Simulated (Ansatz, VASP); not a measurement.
# BeTe: VASP beside Ansatz

Contents of INCAR:

```
SYSTEM = BeTe
PREC = Accurate
ENCUT = 520
EDIFF = 1E-6
ISMEAR = 0
SIGMA = 0.02
LREAL = .False.
LASPH = .True.
NELM = 60
ALGO = Normal
ISIF = 2
LWAVE = .False.
LCHARG = .False.
GGA = PE
NBANDS = 36
```

KPOINTS

```
regular mesh
0
Gamma
  6 6 6
  0 0 0
```

File POSCAR:

```
BeTe
1.0
   -4.0645252495      4.0645252495      4.0645252495
    4.0645252495     -4.0645252495      4.0645252495
    4.0645252495      4.0645252495     -4.0645252495
Be Te
6 6
Direct
    0.1250000000      0.7500000000      0.8750000000
    0.6250000000      0.3750000000      0.2500000000
    0.7500000000      0.8750000000      0.1250000000
    0.8750000000      0.1250000000      0.7500000000
    0.3750000000      0.2500000000      0.6250000000
    0.2500000000      0.6250000000      0.3750000000
    0.7500000000      0.3750000000      0.6250000000
    0.1250000000      0.8750000000      0.2500000000
    0.2500000000      0.1250000000      0.8750000000
    0.3750000000      0.6250000000      0.7500000000
    0.8750000000      0.2500000000      0.1250000000
    0.6250000000      0.7500000000      0.3750000000
```

Input for Ansatz:

```yaml
crystal:
  lattice:
    - [-4.0645252495, 4.0645252495, 4.0645252495]
    - [4.0645252495, -4.0645252495, 4.0645252495]
    - [4.0645252495, 4.0645252495, -4.0645252495]
  atoms:
    - { symbol: Be, position: [0.125, 0.75, 0.875] }
    - { symbol: Be, position: [0.625, 0.375, 0.25] }
    - { symbol: Be, position: [0.75, 0.875, 0.125] }
    - { symbol: Be, position: [0.875, 0.125, 0.75] }
    - { symbol: Be, position: [0.375, 0.25, 0.625] }
    - { symbol: Be, position: [0.25, 0.625, 0.375] }
    - { symbol: Te, position: [0.75, 0.375, 0.625] }
    - { symbol: Te, position: [0.125, 0.875, 0.25] }
    - { symbol: Te, position: [0.25, 0.125, 0.875] }
    - { symbol: Te, position: [0.375, 0.625, 0.75] }
    - { symbol: Te, position: [0.875, 0.25, 0.125] }
    - { symbol: Te, position: [0.625, 0.75, 0.375] }
basis:
  ecutwfc: 420
kpoints:
  mp_grid: { grid: [6, 6, 6] }
  band_path:
    path:
      - [[0.0, 0.0, 0.0], [0.5, -0.5, 0.5], [0.0, 0.0, 0.5], [0.0, 0.0, 0.0], [0.25, 0.25, 0.25], [0.5, -0.5, 0.5]]
      - [[0.25, 0.25, 0.25], [0.0, 0.0, 0.5]]
    npoints: 10
hamiltonian:
  xc: pbe
scf:
  occupations: { method: gaussian, width: 0.02 }
  n_extra_bands: 30
output:
  forces: true
  stress: true
  eigenvalues: true
  populations: true
  dos: { projected: true, de: 0.02, nscf_kmesh: { grid: [9, 9, 9] } }
  bader: false
  write_density: true
  write_potential: true
  elf: true
  volumetric_format: npy
```

Alike in both runs: task single point; functional PBE; k mesh 6 × 6 × 6; occupations gaussian, width 0.02 eV; no spin polarisation.

|  | VASP | Ansatz |
| --- | --- | --- |
| version | VASP 6.6.1 | Ansatz 0.2.0 |
| potentials or method | VASP PAW PBE potentials, release 64 (Be, Te), cutoff 520 eV | scalar-relativistic, plane waves, PAW |
| valence electrons in the cell | 48 | 108 |

```tsv
	VASP	Ansatz	Ansatz less VASP
gap on the k mesh at the Fermi level (eV)	1.69	1.70	+0.011
least direct gap on the mesh (eV)	1.69	1.70	+0.011
pressure (GPa)	0.1	0.0	-0.12
```

The functional is the same, so the differences come from potentials, cutoffs and numerics. VASP's potentials hold 48 valence electrons a cell and Ansatz's 108, so a difference there can come from the potentials and not from the codes.

Neither program's run includes spin-orbit coupling.
